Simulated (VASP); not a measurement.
Write the native input for VASP 6.6.1 that does the following.

| Quantity | Value |
| --- | --- |
| Task | single point |
| Functional | PBEsol |
| Potentials or basis | VASP PAW PBE potentials, release 64 (Cu, O) |
| Cutoff | 520 eV |
| k mesh | 9 × 9 × 5 |
| Occupations | fermi-dirac, width 0.05 eV |
| Spin | no spin polarisation |
| Hubbard terms | Cu d U = 2.0 eV |
| Dipole correction | no |
| Further INCAR settings | ALGO = Normal; EDIFF = 1e-07; NBANDS = 25 |

The structure of CuO lies in POSCAR:

```
CuO
1.0
    1.9909680000     -2.1535500000      0.0000000000
    1.9909680000      2.1535500000      0.0000000000
    0.0000000000      0.0000000000      5.1559280000
Cu O
2 2
Direct
    0.5000000000      0.0000000000      0.0000000000
    0.0000000000      0.5000000000      0.5000000000
    0.5000000000      0.5000000000      0.2500000000
    0.5000000000      0.5000000000      0.7500000000
```

One way to write it, as run:

INCAR

```
SYSTEM = CuO
PREC     = Accurate       ! precision mode
ENCUT    = 520            ! plane-wave cutoff, eV
EDIFF    = 1E-7           ! SCF threshold, eV
ISMEAR   = -1             ! smearing method
SIGMA    = 0.05           ! smearing width, eV
LREAL    = .FALSE.        ! projectors in reciprocal space
LASPH    = .TRUE.         ! aspherical terms in the spheres
NELM     = 150            ! most SCF steps
ALGO     = Normal         ! electronic algorithm
ISIF     = 2              ! what is computed and relaxed
LWAVE    = .FALSE.        ! write WAVECAR
LCHARG   = .FALSE.        ! write CHGCAR
LMAXMIX  = 4              ! l up to which the mixer works
LDAU     = .TRUE.         ! DFT+U
LDAUTYPE = 2            
LDAUL    = 2 -1           ! shell
LDAUU    = 2 0            ! U, eV
LDAUJ    = 0 0          
LDAUPRINT= 1            
GGA      = PS             ! functional
NBANDS   = 25             ! bands
```

KPOINTS

```
regular mesh
0
G
  9 9 5
  0 0 0
```

Potentials or basis: VASP PAW PBE potentials, release 64 (Cu, O).

The run is started by

```console
$ cat potpaw_PBE.64/Cu/POTCAR potpaw_PBE.64/O/POTCAR > POTCAR
$ mpirun -np 1 vasp_std > vasp.out
```

It gave:

| Quantity | Value |
| --- | --- |
| Pressure | -6.5 GPa |
| Band gap on the k mesh | zero (bands 17 and 18 overlap by 0.90 eV) |

Caveat: the cell stands under tension; the PAW data sets were made with another functional, which shifts forces and pressure a little; U without spin polarisation on a metal has little footing.

Run time: 2.6 min on 1 thread of AMD EPYC 7R13, with other jobs on the host, peak memory 0.18 GiB.
